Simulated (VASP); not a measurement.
The system is RbBr.

```
Rb Br
1.0
     0.00000    3.35700    3.35700
     3.35700    0.00000    3.35700
     3.35700    3.35700    0.00000
Rb Br
1 1
Direct
  0.00000 0.00000 0.00000
  0.50000 0.50000 0.50000
```

This cell differs from its parent crystal: strain -3.0%.

Base run:

- Program: VASP 6.6.1
- Functional: HSE06
- Potentials or basis: VASP PAW PBE potentials, release 64 (Rb_sv, Br)
- Cutoff: 520 eV
- k mesh: 4 × 4 × 4
- Occupations: gaussian, width 0.01 eV
- Spin: no spin polarisation

Its results: band gap on the k mesh 5.70 eV; pressure 1.9 GPa.

Question: The run is repeated on the same cell with these changes: functional from HSE06 to PBE. What comes out?

Answer: Band gap on the k mesh 4.52 eV; pressure 2.2 GPa.

Caveats: the PAW data sets were made with another functional, which shifts forces and pressure a little (at least some runs).

